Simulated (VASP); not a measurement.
The system is Rh.

```xyz
4
Lattice="2.6917 0.0000 0.0000 -1.3459 2.3311 0.0000 0.0000 0.0000 8.7981" Properties=species:S:1:pos:R:3 pbc="T T T"
Rh    0.0000    0.0000    0.0000
Rh    0.0000    1.5541    2.1995
Rh    0.0000    0.0000    4.3990
Rh    1.3459    0.7770    6.5986
```

This isn't the form of Rh at room conditions, which is fcc.

```yaml
Program: VASP 6.6.1
Task: relaxation of cell and atoms
Functional: PBEsol
Potentials_or_basis: VASP PAW PBE potentials, release 64 (Rh_pv)
Cutoff: 600 eV
k_mesh: 9 × 9 × 3
Occupations: methfessel-paxton, width 0.1 eV
Spin: no spin polarisation
```

At the start: pressure -6.0 GPa; volume 13.80 Å³/atom.

Problem. How do energy, volume and symmetry change on relaxing?

Solution. Over 5 steps the energy falls by 5.7 meV/atom and the volume is 13.51 Å³/atom (-2.1 %); space group P6_3/mmc (No. 194, to 0.1 Å) before and after.

Step by step:
```csv
step,energy change (eV),largest force (eV/Å),pressure (GPa),volume (Å³)
1,0.0000,0.0000,-6.00,55.21
2,0.1345,0.0000,18.58,51.18
3,-0.0228,0.0000,-0.09,54.06
4,-0.0228,0.0000,0.04,54.03
5,-0.0229,0.0000,-0.02,54.04
```

Final structure:
```
Rh
1.0
     2.67669    0.00000    0.00000
    -1.33835    2.31809    0.00000
     0.00000    0.00000    8.71011
Rh
4
Direct
  0.00000 0.00000 0.00000
  0.33333 0.66667 0.25000
  0.00000 0.00000 0.50000
  0.66667 0.33333 0.75000
```

Caveat: the PAW data sets were made with another functional, which shifts forces and pressure a little.
